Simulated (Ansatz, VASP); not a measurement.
# Ir in VASP and in Ansatz

```xyz
2
Lattice="2.7514 0.0000 0.0000 -1.3757 2.3828 0.0000 0.0000 0.0000 4.4623" Properties=species:S:1:pos:R:3 pbc="T T T"
Ir    1.3757    0.7943    3.3467
Ir    0.0000    1.5885    1.1156
```

Alike in both runs: task single point; functional PBE; k mesh 18 × 18 × 12; occupations gaussian, width 0.15 eV; no spin polarisation.

```csv
,VASP,Ansatz
version,VASP 6.6.1,Ansatz 0.2.0
potentials or method,"VASP PAW PBE potentials, release 64 (Ir), cutoff 520 eV","scalar-relativistic, plane waves, PAW"
valence electrons in the cell,18,34
```

VASP gave:

```
gap on the k mesh at the Fermi level (eV)                     : none
pressure (GPa)                                                : -1.0
traceless stress, the component that is largest in VASP (GPa) : -0.08
```

Task: Estimate Ansatz's values.

Result: gap on the k mesh at the Fermi level (eV): none; pressure (GPa): -1.4; traceless stress, the component that is largest in VASP (GPa): -0.10.

A gap of «none» marks a metal or a gap that the smearing closes. VASP's potentials hold 18 valence electrons a cell and Ansatz's 34, so a difference there can come from the potentials and not from the codes.

Spin-orbit coupling is off throughout.
